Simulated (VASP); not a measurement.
The system is Nb2AlC.

```xyz
8
Lattice="3.1184 0.0000 0.0000 -1.5592 2.7006 0.0000 0.0000 0.0000 13.9376" Properties=species:S:1:pos:R:3 pbc="T T T"
Al    0.0000    1.8004   10.4532
Al    1.5592    0.9002    3.4844
Nb    0.0000    1.8004    1.2402
Nb    1.5592    0.9002    8.2090
Nb    1.5592    0.9002   12.6974
Nb    0.0000    1.8004    5.7286
C     0.0000    0.0000    0.0000
C     0.0000    0.0000    6.9688
```

* Program: VASP 6.6.1
* Task: relaxation of cell and atoms
* Functional: LDA
* Potentials or basis: VASP PAW LDA potentials, release 64 (Al, Nb_sv, C)
* Cutoff: 600 eV
* k mesh: 15 × 15 × 4
* Occupations: gaussian, width 0.1 eV
* Spin: no spin polarisation

At the start: pressure -8.5 GPa; volume 14.67 Å³/atom.

Task: How do energy, volume and symmetry change on relaxing?

Result: Over 13 steps the energy falls by 16.2 meV/atom and the volume is 14.07 Å³/atom (-4.1 %); space group P6_3/mmc (No. 194, to 0.05 Å).

Step by step:
```tsv
step	energy change (eV)	largest force (eV/Å)	pressure (GPa)	volume (Å³)
1	0.0000	0.3990	-8.46	117.38
2	0.4219	1.6363	20.96	104.70
3	-0.1254	0.1680	-0.42	113.09
4	-0.1255	0.1828	-0.21	112.99
5	-0.1254	0.1956	-0.03	112.90
6	-0.1293	0.0564	0.10	112.56
7	-0.1295	0.0096	0.15	112.44
8	-0.1295	0.0134	0.16	112.45
9	-0.1294	0.0185	-0.30	112.67
10	-0.1295	0.0024	-0.02	112.53
11	-0.1295	0.0027	-0.02	112.53
12	-0.1295	0.0080	0.07	112.49
13	-0.1295	0.0026	0.00	112.52
```

Final structure:
```xyz
8
Lattice="3.0752 0.0000 0.0000 -1.5376 2.6632 0.0000 0.0000 0.0000 13.7395" Properties=species:S:1:pos:R:3 pbc="T T T"
Al    0.0000    1.7755   10.3047
Al    1.5376    0.8877    3.4349
Nb    0.0000    1.7755    1.2268
Nb    1.5376    0.8877    8.0965
Nb    1.5376    0.8877   12.5128
Nb    0.0000    1.7755    5.6430
C     0.0000    0.0000    0.0000
C     0.0000    0.0000    6.8698
```
